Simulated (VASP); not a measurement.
Input of a VASP 6.6.1 run:

Contents of INCAR:

```
PREC = Accurate
ENCUT = 520
EDIFF = 1E-7
ISMEAR = 0
SIGMA = 0.1
LREAL = F
LASPH = T
NELM = 60
ALGO = Normal
ISIF = 2
LWAVE = F
LCHARG = T
GGA = PE
LELF = T
LVHAR = T
NBANDS = 43
```

File KPOINTS:

```
Automatic mesh
0
Gamma
  4 4 4
```

File POSCAR:

```
Mo4C3
1.0
    0.0000000000      3.8864331900      3.8864331900
    3.8864331900      0.0000000000      3.8864331900
    3.8864331900      3.8864331900      0.0000000000
Mo C
4 3
Direct
    0.8665855800      0.8665855800      0.8665855800
    0.8665855800      0.8665855800      0.4002432500
    0.8665855800      0.4002432500      0.8665855800
    0.4002432500      0.8665855800      0.8665855800
    0.7500000000      0.7500000000      0.7500000000
    0.5000000000      0.5000000000      0.5000000000
    0.0000000000      0.0000000000      0.0000000000
```

Potentials or basis: VASP PAW PBE potentials, release 64 (Mo_sv, C).

The run is started by

```console
$ cat potpaw_PBE.64/Mo_sv/POTCAR potpaw_PBE.64/C/POTCAR > POTCAR
$ mpirun -np 1 vasp_std > vasp.out
```

Q: Predict the largest force.

A: 14.585 eV/Å.

Q: Estimate the pressure.

A: 82.2 GPa.

Forces in eV/Å, atoms in the order of the input:
```
Mo   8.421  8.421  8.421
Mo  -8.421 -8.421  8.421
Mo  -8.421  8.421 -8.421
Mo   8.421 -8.421 -8.421
C    0.000  0.000  0.000
C    0.000  0.000  0.000
C    0.000  0.000  0.000
```

Caveat: atoms lie so close that the PAW spheres overlap strongly, which falsifies energies and pressures; the cell stands under pressure; forces of over 1 eV/Å act on the atoms, so gaps and moduli don't describe the material at rest.
